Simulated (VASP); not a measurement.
Ge, 2 atoms in the cell. It takes space group I4_1/amd (No. 141, tetragonal). Conventional cell: a = 3.952 Å, b = 3.952 Å, c = 5.687 Å, α = 90.00°, β = 90.00°, γ = 90.00°. Ge (site symmetry -4m2) has 4 Ge at 2.43 Å within 3.2 Å. 

| Property | Result |
| --- | --- |
| Program | VASP 6.6.1 |
| Task | vibrations by perturbation theory |
| Functional | LDA |
| Potentials or basis | VASP PAW LDA potentials, release 64 (Ge_d) |
| Cutoff | 520 eV |
| k mesh | 12 × 12 × 12 |
| Occupations | gaussian, width 0.05 eV |
| Spin | no spin polarisation |
| Dipole correction | no |
| Further INCAR settings | ALGO = Normal; EDIFF = 1e-08; IBRION = 8; NSW = 1 |

Potentials or basis: VASP PAW LDA potentials, release 64 (Ge_d).

The run is started by

```bash
$ cat potpaw_LDA.64/Ge_d/POTCAR > POTCAR
$ mpirun -np 1 vasp_std > vasp.out
```

Hardware: 1 thread of Intel(R) Xeon(R) Platinum 8259CL CPU @ 2.50GHz (Skylake/Cascade Lake), on a shared host.

**Question.** How long does it take, and how much memory?

**Answer.** It took 16 min on 1 thread of Intel(R) Xeon(R) Platinum 8259CL CPU @ 2.50GHz (Skylake/Cascade Lake), with other jobs on the host, peak memory 0.75 GiB. Counts: scf iterations 42, k points 163.
